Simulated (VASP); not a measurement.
# GaSbTe2S (P1) in VASP: notebook

GaSbTe2S is run at these levels: PBE; tasks: single point.

All numbers are computed with VASP 6.6.1; they aren't measurements. Logs are shortened: lines on timing, memory, paths and dates and some standing lists are left out, and cuts for length are marked.

## 1. The cell of the first run

The typed cell holds 10 atoms: a = 4.189 Å, b = 7.809 Å, c = 10.293 Å, α = 90.44°, β = 99.31°, γ = 90.21°.

## 2. Single point, PBE

Input file INCAR:

```
SYSTEM = GaSbTe2S
PREC = Accurate
ENCUT = 520
EDIFF = 1E-6
ISMEAR = 0
SIGMA = 0.1
LREAL = .FALSE.
LASPH = .TRUE.
NELM = 100
ALGO = Normal
ISIF = 2
LWAVE = .FALSE.
LCHARG = .FALSE.
GGA = PE
NBANDS = 47
```

Input file KPOINTS:

```
regular mesh
0
G
  4 2 2
  0 0 0
```

Input file POSCAR:

```
GaSbTe2S
1.0
    4.1885995742      0.0000000000      0.0000000000
   -0.0289668395      7.8092028846      0.0000000000
   -1.6653025997     -0.0852260944     10.1572161316
Ga Sb Te S
2 2 4 2
Direct
    0.3087338833      0.4110757057      0.0439204456
    0.3109056924      0.0937966684      0.0441789761
    0.9612779624      0.4955114296      0.4712793402
    0.9604547588      0.9987669811      0.4727362112
    0.8678146158      0.9807216873      0.1809611539
    0.8659264102      0.5260253378      0.1829287511
    0.2956502288      0.9280394344      0.8118918282
    0.2840280958      0.5721736138      0.8122988812
    0.5699155055      0.7468841910      0.4803260147
    0.5752928471      0.2470049508      0.4994783978
```

Potentials or basis: VASP PAW PBE potentials, release 64 (Ga_d, Sb, Te, S).

On the command line:

```bash
$ cat potpaw_PBE.64/Ga_d/POTCAR potpaw_PBE.64/Sb/POTCAR potpaw_PBE.64/Te/POTCAR potpaw_PBE.64/S/POTCAR > POTCAR
$ mpirun -np 1 vasp_std > vasp.out
```

OUTCAR:

```text
SYSTEM = GaSbTe2S
   PREC = Accurate
   ENCUT = 520
   EDIFF = 1E-6
   ISMEAR = 0
   LREAL = .FALSE.
   LASPH = .TRUE.
   NELM = 100
   ISIF = 2
   GGA = PE

 ion  position               nearest neighbor table
   1  0.309  0.411  0.044-   2 2.48   6 2.67   6 2.68   8 2.69
   2  0.311  0.094  0.044-   1 2.48   5 2.66   5 2.68   7 2.70
   3  0.961  0.496  0.471-  10 2.57   9 2.57   6 2.94   9 3.20  10 3.20   8 3.60
   4  0.960  0.999  0.473-   9 2.56  10 2.57   5 2.97  10 3.19   9 3.22   7 3.59
   5  0.868  0.981  0.181-   2 2.66   2 2.68   4 2.97   6 3.55
   6  0.866  0.526  0.183-   1 2.67   1 2.68   3 2.94   5 3.55
   7  0.296  0.928  0.812-   2 2.70   8 2.78   4 3.59
   8  0.284  0.572  0.812-   1 2.69   7 2.78   3 3.60
   9  0.570  0.747  0.480-   4 2.56   3 2.57   3 3.20   4 3.22
  10  0.575  0.247  0.499-   4 2.57   3 2.57   4 3.19   3 3.20

  LATTYP: Found a triclinic cell.
 ALAT       =    10.4662949821
 B/A-ratio  =     0.4001988843
 C/A-ratio  =     0.7461338154
 COS(alpha) =     0.0037092954
 COS(beta)  =     0.0090371198
 COS(gamma) =     0.2410878901

  Lattice vectors:

 A1 = (  -2.5232969745,   0.0852260944, -10.1572161316)
 A2 = (  -4.1885995742,   0.0000000000,   0.0000000000)
 A3 = (  -0.0289668395,   7.8092028846,   0.0000000000)

Analysis of symmetry for initial positions (statically):
=====================================================================
 Subroutine PRICEL returns:
 Original cell was already a primitive cell.

 Routine SETGRP: Setting up the symmetry group for a
 triclinic supercell.

 Subroutine GETGRP returns: Found  1 space group operations
 (whereof  1 operations were pure point group operations)
 out of a pool of  2 trial point group operations.

The static configuration has the point symmetry C_1 .

Analysis of symmetry for dynamics (positions and initial velocities):
=====================================================================
 Subroutine PRICEL returns:
 Original cell was already a primitive cell.

 Routine SETGRP: Setting up the symmetry group for a
 triclinic supercell.

 Subroutine GETGRP returns: Found  1 space group operations
 (whereof  1 operations were pure point group operations)
 out of a pool of  2 trial point group operations.

The dynamic configuration has the point symmetry C_1 .

 Subroutine INISYM returns: Found  1 space group operations
 (whereof  1 operations are pure point group operations),
 and found     1 'primitive' translations

----------------------------------------------------------------------------------------

                                     Primitive cell

  volume of cell :     332.2387

  direct lattice vectors                    reciprocal lattice vectors
     4.188599574  0.000000000  0.000000000     0.238743280  0.000885575  0.039150026
    -0.028966840  7.809202885  0.000000000     0.000000000  0.128054043  0.001074462
    -1.665302600 -0.085226094 10.157216132     0.000000000  0.000000000  0.098452173

  length of vectors
     4.188599574  7.809256608 10.293179090     0.241933591  0.128058550  0.098452173

  position of ions in fractional coordinates (direct lattice)
     0.308733883  0.411075706  0.043920446
     0.310905692  0.093796668  0.044178976
     0.961277962  0.495511430  0.471279340
     0.960454759  0.998766981  0.472736211
     0.867814616  0.980721687  0.180961154
     0.865926410  0.526025338  0.182928751
     0.295650229  0.928039434  0.811891828
     0.284028096  0.572173614  0.812298881
     0.569915505  0.746884191  0.480326015
     0.575292847  0.247004951  0.499478398

  ion indices of the primitive-cell ions
   primitive index   ion index
                 1           1
                 2           2
                 3           3
                 4           4
                 5           5
                 6           6
                 7           7
                 8           8
                 9           9
                10          10

----------------------------------------------------------------------------------------

 KPOINTS: regular mesh

Automatic generation of k-mesh.
 Grid dimensions read from file:
 generate k-points for:    4    2    2

 Generating k-lattice:

  Cartesian coordinates                     Fractional coordinates (reciprocal lattice)
     0.059685820  0.000221394  0.009787507     0.250000000  0.000000000  0.000000000
     0.000000000  0.064027021  0.000537231     0.000000000  0.500000000  0.000000000
     0.000000000  0.000000000  0.049226087     0.000000000  0.000000000  0.500000000

  Length of vectors
     0.060483398  0.064029275  0.049226087

  Shift w.r.t. Gamma in fractional coordinates (k-lattice)
     0.000000000  0.000000000  0.000000000

 Subroutine IBZKPT returns following result:
 ===========================================

 Found     12 irreducible k-points:

 Following reciprocal coordinates:
            Coordinates               Weight
  0.000000  0.000000  0.000000      1.000000
  0.250000 -0.000000 -0.000000      2.000000
  0.500000 -0.000000 -0.000000      1.000000
  0.000000  0.500000 -0.000000      1.000000
  0.250000  0.500000 -0.000000      2.000000
  0.500000  0.500000 -0.000000      1.000000
  0.000000  0.000000  0.500000      1.000000
  0.250000 -0.000000  0.500000      2.000000
  0.500000 -0.000000  0.500000      1.000000
  0.000000  0.500000  0.500000      1.000000
  0.250000  0.500000  0.500000      2.000000
  0.500000  0.500000  0.500000      1.000000
   k-points           NKPTS =     12   k-points in BZ     NKDIM =     12   number of bands    NBANDS=     47
   number of dos      NEDOS =    301   number of ions     NIONS =     10
   total plane-waves  NPLWV = 153600
   dimension x,y,z NGX =    32 NGY =   60 NGZ =   80
   dimension x,y,z NGXF=    64 NGYF=  120 NGZF=  160
   ions per type =               2   2   4   2
   NGX,Y,Z   is equivalent  to a cutoff of  12.70, 12.77, 12.92 a.u.
   NGXF,Y,Z  is equivalent  to a cutoff of  25.40, 25.55, 25.84 a.u.
 SYSTEM =  GaSbTe2S
   PREC   = accura    normal or accurate (medium, high low for compatibility)
   ISTART =      0    job   : 0-new  1-cont  2-samecut
   ICHARG =      2    charge: 1-file 2-atom 10-const
   ISPIN  =      1    spin polarized calculation?
   LNONCOLLINEAR =      F non collinear calculations
   LSORBIT =      F    spin-orbit coupling
   LASPH  =      T    aspherical Exc in radial PAW
   ENCUT  =  520.0 eV  38.22 Ry    6.18 a.u.   7.79 14.52 19.14*2*pi/ulx,y,z
   NELM   =    100;   NELMIN=  2; NELMDL= -5     # of ELM steps
   EDIFF  = 0.1E-05   stopping-criterion for ELM
   LREAL  =      F    real-space projection
   EDIFFG = 0.1E-04   stopping-criterion for IOM
   NSW    =      0    number of steps for IOM
   IBRION =     -1    ionic relax: 0-MD 1-quasi-New 2-CG
   NFREE  =      0    steps in history (QN), initial steepest desc. (CG)
   ISIF   =      2    stress and relaxation
   ISYM   =      2    0-nonsym 1-usesym 2-fastsym
   POTIM  = 0.5000    time-step for ionic-motion
   TEBEG  =    0.0;   TEEND  =   0.0 temperature during run
   PSTRESS=    0.0 pullay stress
   NELECT =      72.0000    total number of electrons
   NUPDOWN=      -1.0000    fix difference up-down
   EMIN   =  10.00;   EMAX   =-10.00  energy-range for DOS
   EFERMI =   0.00;   METHOD = LEGACY
   ISMEAR =     0;   SIGMA  =   0.10  broadening in eV -4-tet -1-fermi 0-gaus
   EFERMI_NEDOS =   21; number of points for ismear=-14 and -15
   IALGO  =     38    algorithm
   IMIX   =      4    mixing-type and parameters
     AMIX     =   0.40;   BMIX     =  1.00
     AMIX_MAG =   1.60;   BMIX_MAG =  1.00
  volume/ion in A,a.u.               =      33.22       224.21
  Fermi-wavevector in a.u.,A,eV,Ry     =   0.983337  1.858237 13.156168  0.966951
  Thomas-Fermi vector in A             =   2.114487
   LORBIT       =      0    0 simple, 1 ext, 2 COOP (PROOUT), +10 PAW based schemes
   GGA     = PE    functional components
   LHFCALC =     F    Hartree Fock is set to
   AEXX    =    0.0000 exact exchange contribution
   IVDW    =     0    specifies the selected vdW correction
   LEPSILON=     F    determine dielectric tensor
   LRPA    =     F    only Hartree local field effects (RPA)
 non-spin polarized calculation
 Gauss-broadening in eV      SIGMA  =   0.10
  energy-cutoff  :      520.00
  volume of cell :      332.24
 maximum number of plane-waves:      8967
 NGX is ok and might be reduce to    32

 number of electron      72.0000013 magnetization

 Free energy of the ion-electron system (eV)
  ---------------------------------------------------
  ext. energy  EPLUGINS =         0.00000000
  ---------------------------------------------------
  free energy    TOTEN  =       -35.69599109 eV

  energy without entropy =      -35.67993253  energy(sigma->0) =      -35.68796181

 E-fermi :   4.3441     XC(G=0):  -8.4614

 val. band max:        4.2971162140   @ k =   0.0000   0.0000   0.5000
 cond. band min:       4.3661662320   @ k =   0.0000   0.0000   0.0000
 fundamental gap:      0.0690500181
 Fermi energy:         4.3441033502

 k-point     1 :       0.0000    0.0000    0.0000
  band No.  band energies     occupation
      1     -11.1619      2.00000
      2     -11.0641      2.00000
      3     -11.0374      2.00000
      4     -10.9951      2.00000
      5     -10.9900      2.00000
      6     -10.9864      2.00000
[... 39 lines left out ...]
     46       7.5073      0.00000
     47       7.7954      0.00000

 k-point     2 :       0.2500   -0.0000   -0.0000
  band No.  band energies     occupation
      1     -11.1573      2.00000
      2     -11.0650      2.00000
      3     -11.0495      2.00000
      4     -11.0003      2.00000
      5     -10.9986      2.00000
      6     -10.9841      2.00000
[... 492 lines left out ...]
 k-point    12 :       0.5000    0.5000    0.5000
  band No.  band energies     occupation
      1     -11.1518      2.00000
      2     -11.0715      2.00000
      3     -11.0512      2.00000
      4     -11.0150      2.00000
      5     -11.0038      2.00000
      6     -10.9783      2.00000
[... 39 lines left out ...]
     46       7.7140      0.00000
     47       8.3034      0.00000

------------------------ aborting loop because EDIFF is reached ----------------------------------------

  FORCE on cell =-STRESS in cart. coord.  units (eV):
  Direction    XX          YY          ZZ          XY          YZ          ZX
  --------------------------------------------------------------------------------------
  -------------------------------------------------------------------------------------
  Total       -0.5189652      2.1388584     -1.4172150      0.1272723      0.0767073      0.0759401
  in kB       -2.5026411     10.3143622     -6.8343323      0.6137540      0.3699107      0.3662113
  external PRESSURE =       0.3257963 kB  Pullay stress =       0.0000000 kB

 VOLUME and BASIS-vectors are now :
 -----------------------------------------------------------------------------
  energy-cutoff  :      520.00
  volume of cell :      332.24
      direct lattice vectors                 reciprocal lattice vectors
     4.188599574  0.000000000  0.000000000     0.238743280  0.000885575  0.039150026
    -0.028966840  7.809202885  0.000000000     0.000000000  0.128054043  0.001074462
    -1.665302600 -0.085226094 10.157216132     0.000000000  0.000000000  0.098452173

 POSITION                                       TOTAL-FORCE (eV/Angst)
 -----------------------------------------------------------------------------------
      1.20811      3.20643      0.44611         0.032137      0.038536     -0.085054
      1.22597      0.72871      0.44874         0.078574     -0.040825     -0.142080
      3.22723      3.82938      4.78689        -0.079497     -0.128771      0.087735
      3.20678      7.75928      4.80168        -0.055061      0.123902      0.054011
      3.30516      7.64323      1.83806        -0.080402     -0.058370      0.011126
      3.30715      4.09225      1.85805        -0.010981      0.026204     -0.046103
     -0.14057      7.17805      8.24656        -0.034439      0.099848      0.115929
     -0.17962      4.39899      8.25070        -0.008732     -0.079205      0.103374
      1.56562      5.79163      4.87878         0.056543      0.010374     -0.001080
      1.57073      1.88634      5.07331         0.101857      0.008306     -0.097858
 -----------------------------------------------------------------------------------
    total drift:                                0.000049      0.001538      0.000601

  FREE ENERGIE OF THE ION-ELECTRON SYSTEM (eV)
  ---------------------------------------------------
  free  energy   TOTEN  =       -35.6959910938 eV

  energy  without entropy=      -35.6799325250  energy(sigma->0) =      -35.68796181
```

It took 3.1 min on 1 thread of AMD EPYC 7R13 (Zen 3), shared host; peak memory 0.47 GiB.

What came out:

| Property | Result |
| --- | --- |
| Free energy | -35.6960 eV |
| Pressure | 0.0 GPa |
| Largest force | 0.175 eV/Å |
| Band gap on the k mesh | zero (bands 36 and 37 overlap by 0.41 eV) |

Forces in eV/Å, atoms in the order of the input:
```
Ga   0.032  0.039 -0.085
Ga   0.079 -0.041 -0.142
Sb  -0.079 -0.129  0.088
Sb  -0.055  0.124  0.054
Te  -0.080 -0.058  0.011
Te  -0.011  0.026 -0.046
Te  -0.034  0.100  0.116
Te  -0.009 -0.079  0.103
S    0.057  0.010 -0.001
S    0.102  0.008 -0.098
```

Stress tensor (GPa, compression positive):
```
-0.25  0.06  0.04
 0.06  1.03  0.04
 0.04  0.04 -0.68
```

Caveat: the k points lie up to 0.40 Å⁻¹ apart; semilocal functionals underestimate gaps, and a narrow one can read as zero; spin-orbit coupling is left out, which moves the levels of the heavy elements.

## 3. Single point, PBE

This run uses another cell than the first one, of the same volume but with other edges.

Input file INCAR:

```
PREC = Accurate
ENCUT = 520
EDIFF = 1E-6
ISMEAR = 0
SIGMA = 0.1
LREAL = F
LASPH = T
NELM = 60
ALGO = Normal
ISIF = 2
LWAVE = F
LCHARG = F
GGA = PE
NBANDS = 47
```

Input file KPOINTS:

```
regular mesh
0
Gamma
  4 2 2
```

Input file POSCAR:

```
GaSbTe2S
1.0
    4.1902531409      0.0069468573     -0.0020472328
   -0.0160265910      7.9919423571      0.0354668292
   -1.6710658453     -0.0438705667      9.9114976866
Ga Sb Te S
2 2 4 2
Direct
    0.3036660835      0.4058685540      0.0420090009
    0.3021481180      0.0941414604      0.0416235026
    0.9574837915      0.4970730280      0.4767602251
    0.9573880969      1.0028029206      0.4765177227
    0.8579105224      0.9750466013      0.1784528120
    0.8592791379      0.5248995076      0.1787588985
    0.2996226624      0.9258075587      0.8121942605
    0.2986559195      0.5745170053      0.8123430480
    0.5826387089      0.7498941074      0.4827187423
    0.5812069591      0.2499492566      0.4986217874
```

Potentials or basis: VASP PAW PBE potentials, release 64 (Ga_d, Sb, Te, S).

On the command line:

```bash
$ cat potpaw_PBE.64/Ga_d/POTCAR potpaw_PBE.64/Sb/POTCAR potpaw_PBE.64/Te/POTCAR potpaw_PBE.64/S/POTCAR > POTCAR
$ mpirun -np 1 vasp_std > vasp.out
```

Wall time 3.3 min (1 thread of AMD EPYC 7R13 (Zen 3), shared host); peak memory 0.47 GiB.

It converged, with:

```
Free energy            : -35.7518 eV
Pressure               : 0.0 GPa
Largest force          : 0.036 eV/Å
Band gap on the k mesh : zero (bands 36 and 37 overlap by 0.60 eV)
```

Forces in eV/Å, atoms in the order of the input:
```
Ga  -0.007 -0.011 -0.020
Ga  -0.003  0.013 -0.014
Sb  -0.018  0.006  0.008
Sb  -0.020 -0.004  0.009
Te  -0.009 -0.014  0.032
Te  -0.006  0.014  0.032
Te   0.002  0.022 -0.027
Te   0.002 -0.023 -0.023
S    0.029  0.001  0.005
S    0.030 -0.004 -0.002
```

Levels at points of the mesh, in eV from the Fermi level:
```csv
k point,band 33,band 34,band 35,band 36,band 37,band 38,band 39,band 40
"(0.00, 0.00, 0.00)",-1.48,-1.17,-1.04,-0.03,0.12,0.57,1.00,1.01
"(0.50, 0.00, 0.00)",-2.12,-1.34,-1.28,-0.55,-0.54,0.47,0.57,0.98
"(0.00, 0.50, 0.00)",-1.74,-1.14,-0.65,0.02,0.31,0.58,1.33,1.45
"(0.50, 0.50, 0.00)",-2.08,-1.82,-1.61,-1.20,0.32,0.53,1.03,1.03
"(0.00, 0.00, 0.50)",-1.34,-1.15,-1.11,0.05,0.09,0.28,0.92,0.93
"(0.50, 0.00, 0.50)",-2.01,-1.99,-1.39,-0.63,-0.52,0.54,0.87,0.92
"(0.00, 0.50, 0.50)",-1.66,-1.06,-0.63,-0.01,0.35,0.44,1.02,1.14
"(0.50, 0.50, 0.50)",-2.12,-1.85,-1.71,-1.43,0.50,0.53,1.34,1.43
```

Caveat: the k points lie up to 0.39 Å⁻¹ apart, too coarse for converged energies and pressures of a metal; spin-orbit coupling is left out, which moves the levels of the heavy elements.

The gap in the log of VASP goes by the Fermi energy; the results here count the filled bands.